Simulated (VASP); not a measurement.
Here is a VASP 6.6.1 calculation.

Contents of INCAR:

```
ALGO = Normal ; EDIFF = 1E-6
ENCUT = 520 ; GGA = PS
ISIF = 2 ; ISMEAR = 0
LASPH = T ; LCHARG = F
LREAL = F ; LWAVE = F
NBANDS = 26 ; NELM = 80
PREC = Accurate ; SIGMA = 0.01
```

Contents of KPOINTS:

```
k-points
0
Gamma
  9 9 6
```

The input POSCAR:

```
CdSe
1.0
    4.3021423016      0.0000000000      0.0000000000
   -2.1510711508      3.7257645239      0.0000000000
    0.0000000000      0.0000000000      7.0214578052
Cd Se
2 2
Direct
    0.3333333333      0.6666666667     -0.0371460414
    0.6666666667      0.3333333333      0.4628539586
    0.3333333333      0.6666666667      0.4131460414
    0.6666666667      0.3333333333      0.9131460414
```

Potentials or basis: VASP PAW PBE potentials, release 64 (Cd, Se).

Command:

```bash
$ cat potpaw_PBE.64/Cd/POTCAR potpaw_PBE.64/Se/POTCAR > POTCAR
$ mpirun -np 1 vasp_std > vasp.out
```

Problem. Predict the band gap on the k mesh.

Solution. 0.83 eV, direct.

Problem. What does it give for the largest force?

Solution. 0.666 eV/Å.

Problem. What does it give for the pressure?

Solution. 3.1 GPa.

Stress tensor (GPa, compression positive):
```
 5.87  0.00  0.00
 0.00  5.87  0.00
 0.00  0.00 -2.57
```

Caveat: the PAW data sets were made with another functional, which shifts forces and pressure a little. A k mesh can miss the band edges.
